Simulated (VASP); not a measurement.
# SnO2 (Pca2_1) in VASP: single point with PBE

Aim: the single point of SnO2 with PBE.

Program: VASP 6.6.1. These are calculated values, not measurements. Logs are shortened: lines on timing, memory, paths and dates and some standing lists are left out, and cuts for length are marked.

### 1 The cell of the first run

Symmetry: Pca2_1, No. 29, orthorhombic system. The conventional cell has a = 5.170 Å, b = 5.170 Å, c = 5.170 Å, α = 90.00°, β = 90.00°, γ = 90.00°. Sn (site symmetry 1) has 6 O at 1.90 to 2.33 Å within 2.5 Å. O (site symmetry 1) has 3 Sn at 1.90 to 2.23 Å within 2.5 Å. O (site symmetry 1) has 3 Sn at 2.02 to 2.33 Å and 7 O at 2.74 to 2.88 Å within 2.9 Å.

### 2 Single point, PBE (all Sn atoms moved +0.263 Å, as atom 1 along Cartesian [1 0 0])

The input, INCAR:

```
ALGO = Normal
EDIFF = 1E-7
ENCUT = 520
GGA = PE
ISIF = 2
ISMEAR = 0
KPAR = 4
LASPH = T
LCHARG = T
LREAL = F
LVHAR = T
LWAVE = F
NBANDS = 64
NELM = 80
PREC = Accurate
SIGMA = 0.05
```

The input, KPOINTS:

```
k-points
0
Gamma
  8 8 8
```

The input, POSCAR:

```
SnO2
1.0
    5.1697993239      0.0000000000      0.0000000000
    0.0000000000      5.1697993239      0.0000000000
    0.0000000000      0.0000000000      5.1697993239
Sn O
4 8
Direct
    0.0507756653      0.5000000000      0.5000000000
    0.5507756653      0.5000000000      0.0000000000
    0.5507756653      0.0000000000      0.5000000000
    0.0507756653      0.0000000000      0.0000000000
    0.3390931048      0.1609068952      0.8390931048
    0.1609068952      0.8390931048      0.3390931048
    0.8390931048      0.3390931048      0.1609068952
    0.6609068952      0.6609068952      0.6609068952
    0.3390931048      0.3390931048      0.3390931048
    0.1609068952      0.6609068952      0.8390931048
    0.8390931048      0.1609068952      0.6609068952
    0.6609068952      0.8390931048      0.1609068952
```

Potentials or basis: VASP PAW PBE potentials, release 64 (Sn_d, O).

Command:

```
$ cat potpaw_PBE.64/Sn_d/POTCAR potpaw_PBE.64/O/POTCAR > POTCAR
$ mpirun -np 4 vasp_std > vasp.out
```

OUTCAR:

```text
EDIFF = 1E-7
   ENCUT = 520
   GGA = PE
   ISIF = 2
   ISMEAR = 0
   LASPH = T
   LREAL = F
   NELM = 80
   PREC = Accurate

 ion  position               nearest neighbor table
   1  0.051  0.500  0.500-   9 1.90   6 2.02  10 2.02  11 2.23   7 2.23   8 2.33   2 3.66   3 3.66
                             4 3.66   2 3.66   4 3.66   3 3.66   4 3.66   4 3.66   2 3.66   3 3.66
   2  0.551  0.500  0.000-   7 1.90   8 2.02  12 2.02   5 2.23   9 2.23  10 2.33   1 3.66   3 3.66
                             4 3.66   1 3.66   3 3.66   3 3.66   4 3.66   3 3.66   1 3.66   4 3.66
   3  0.551  0.000  0.500-  11 1.90   8 2.02  12 2.02   9 2.23   5 2.23   6 2.33   1 3.66   2 3.66
                             4 3.66   2 3.66   4 3.66   1 3.66   2 3.66   2 3.66   1 3.66   4 3.66
   4  0.051  0.000  0.000-   5 1.90   6 2.02  10 2.02   7 2.23  11 2.23  12 2.33   1 3.66   2 3.66
                             3 3.66   1 3.66   3 3.66   1 3.66   2 3.66   1 3.66   2 3.66   3 3.66
   5  0.339  0.161  0.839-   4 1.90   2 2.23   3 2.23
   6  0.161  0.839  0.339-   1 2.02   4 2.02   3 2.33
   7  0.839  0.339  0.161-   2 1.90   4 2.23   1 2.23
   8  0.661  0.661  0.661-   2 2.02   3 2.02   1 2.33
   9  0.339  0.339  0.339-   1 1.90   3 2.23   2 2.23
  10  0.161  0.661  0.839-   1 2.02   4 2.02   2 2.33
  11  0.839  0.161  0.661-   3 1.90   1 2.23   4 2.23
  12  0.661  0.839  0.161-   2 2.02   3 2.02   4 2.33

  LATTYP: Found a simple cubic cell.
 ALAT       =     5.1697993239

  Lattice vectors:

 A1 = (   5.1697993239,   0.0000000000,   0.0000000000)
 A2 = (   0.0000000000,   5.1697993239,   0.0000000000)
 A3 = (   0.0000000000,   0.0000000000,   5.1697993239)

Analysis of symmetry for initial positions (statically):
=====================================================================
 Subroutine PRICEL returns:
 Original cell was already a primitive cell.

 Routine SETGRP: Setting up the symmetry group for a
 simple cubic supercell.

 Subroutine GETGRP returns: Found  4 space group operations
 (whereof  1 operations were pure point group operations)
 out of a pool of 48 trial point group operations.

The static configuration has the point symmetry C_1 .
 The point group associated with its full space group is C_2v.

Analysis of symmetry for dynamics (positions and initial velocities):
=====================================================================
 Subroutine PRICEL returns:
 Original cell was already a primitive cell.

 Routine SETGRP: Setting up the symmetry group for a
 simple cubic supercell.

 Subroutine GETGRP returns: Found  4 space group operations
[... 132 lines left out ...]
   POTIM  = 0.5000    time-step for ionic-motion
   TEBEG  =    0.0;   TEEND  =   0.0 temperature during run
   PSTRESS=    0.0 pullay stress
   NELECT =     104.0000    total number of electrons
   NUPDOWN=      -1.0000    fix difference up-down
   EMIN   =  10.00;   EMAX   =-10.00  energy-range for DOS
   EFERMI =   0.00;   METHOD = LEGACY
   ISMEAR =     0;   SIGMA  =   0.05  broadening in eV -4-tet -1-fermi 0-gaus
   EFERMI_NEDOS =   21; number of points for ismear=-14 and -15
   IALGO  =     38    algorithm
   IMIX   =      4    mixing-type and parameters
     AMIX     =   0.40;   BMIX     =  1.00
     AMIX_MAG =   1.60;   BMIX_MAG =  1.00
  volume/ion in A,a.u.               =      11.51        77.70
  Fermi-wavevector in a.u.,A,eV,Ry     =   1.489175  2.814132 30.172834  2.217641
  Thomas-Fermi vector in A             =   2.602116
   LORBIT       =      0    0 simple, 1 ext, 2 COOP (PROOUT), +10 PAW based schemes
   GGA     = PE    functional components
   LHFCALC =     F    Hartree Fock is set to
   AEXX    =    0.0000 exact exchange contribution
   IVDW    =     0    specifies the selected vdW correction
   LEPSILON=     F    determine dielectric tensor
   LRPA    =     F    only Hartree local field effects (RPA)
 non-spin polarized calculation
 Gauss-broadening in eV      SIGMA  =   0.05
  energy-cutoff  :      520.00
  volume of cell :      138.17
 maximum number of plane-waves:      3767
 NGX is ok and might be reduce to    40
   NGX = 19   NGY = 19   NGZ = 19

 number of electron     103.9999979 magnetization

 Free energy of the ion-electron system (eV)
  ---------------------------------------------------
  ext. energy  EPLUGINS =         0.00000000
  ---------------------------------------------------
  free energy    TOTEN  =       -71.68040716 eV

  energy without entropy =      -71.68040716  energy(sigma->0) =      -71.68040716

 E-fermi :   6.9108     XC(G=0): -11.6230

 val. band max:        6.6265158078   @ k =   0.0000   0.5000   0.0000
 cond. band min:       7.1903736230   @ k =   0.0000   0.0000   0.0000
 fundamental gap:      0.5638578152
 Fermi energy:         6.9108194530

 k-point     1 :       0.0000    0.0000    0.0000
  band No.  band energies     occupation
      1     -14.3782      2.00000
      2     -14.3384      2.00000
      3     -14.2850      2.00000
      4     -13.7702      2.00000
      5     -13.7592      2.00000
      6     -13.6912      2.00000
[... 1597 lines left out ...]
     63      16.3213      0.00000
     64      17.0097      0.00000

 [... further k-points ...]
[... 5 lines left out ...]
  --------------------------------------------------------------------------------------
  -------------------------------------------------------------------------------------
  Total        8.6108258      6.1262821      5.9806604      0.0000000      0.0000000      0.0000000
  in kB       99.8468409     71.0373113     69.3487552      0.0000000      0.0000000      0.0000000
  external PRESSURE =      80.0776358 kB  Pullay stress =       0.0000000 kB

 VOLUME and BASIS-vectors are now :
 -----------------------------------------------------------------------------
  energy-cutoff  :      520.00
  volume of cell :      138.17
      direct lattice vectors                 reciprocal lattice vectors
     5.169799324  0.000000000  0.000000000     0.193431106  0.000000000  0.000000000
     0.000000000  5.169799324  0.000000000     0.000000000  0.193431106  0.000000000
     0.000000000  0.000000000  5.169799324     0.000000000  0.000000000  0.193431106

 POSITION                                       TOTAL-FORCE (eV/Angst)
 -----------------------------------------------------------------------------------
      0.26250      2.58490      2.58490        -3.470634      0.174656      0.983674
      2.84740      2.58490      0.00000        -3.470634      0.174656     -0.983674
      2.84740      0.00000      2.58490        -3.470634     -0.174656     -0.983674
      0.26250      0.00000      0.00000        -3.470634     -0.174656      0.983674
      1.75304      0.83186      4.33794         2.592210      1.605040     -1.376321
      0.83186      4.33794      1.75304         0.878424      0.762814      0.502801
      4.33794      1.75304      0.83186         2.592210     -1.605040      1.376321
      3.41676      3.41676      3.41676         0.878424     -0.762814     -0.502801
      1.75304      1.75304      1.75304         2.592210     -1.605040     -1.376321
      0.83186      3.41676      4.33794         0.878424     -0.762814      0.502801
      4.33794      0.83186      3.41676         2.592210      1.605040      1.376321
      3.41676      4.33794      0.83186         0.878424      0.762814     -0.502801
 -----------------------------------------------------------------------------------
    total drift:                                0.001212      0.000000      0.000004

  FREE ENERGIE OF THE ION-ELECTRON SYSTEM (eV)
  ---------------------------------------------------
  free  energy   TOTEN  =       -71.6804071557 eV

  energy  without entropy=      -71.6804071557  energy(sigma->0) =      -71.68040716
```

Wall time 9.9 min (4 MPI ranks of Oxide Virtual Turin-like, shared host); peak memory 0.76 GiB.

Results:

```
Free energy            : -71.6804 eV
Pressure               : 8.0 GPa
Largest force          : 3.612 eV/Å
Band gap on the k mesh : 0.56 eV (least direct gap 0.63 eV)
```

Forces on the atoms (eV/Å):
```
Sn  -3.471  0.175  0.984
Sn  -3.471  0.175 -0.984
Sn  -3.471 -0.175 -0.984
Sn  -3.471 -0.175  0.984
O    2.592  1.605 -1.376
O    0.878  0.763  0.503
O    2.592 -1.605  1.376
O    0.878 -0.763 -0.503
O    2.592 -1.605 -1.376
O    0.878 -0.763  0.503
O    2.592  1.605  1.376
O    0.878  0.763 -0.503
```

Stress tensor (GPa, compression positive):
```
9.98 0.00 0.00
0.00 7.10 0.00
0.00 0.00 6.93
```

Caveat: the cell differs from its parent crystal (all Sn atoms moved +0.263 Å, as atom 1 along Cartesian [1 0 0]); the cell stands under pressure; semilocal functionals underestimate gaps, and a narrow one can read as zero; spin-orbit coupling is left out, which moves the levels of the heavy elements; forces of over 1 eV/Å act on the atoms, so gaps and moduli don't describe the material at rest.
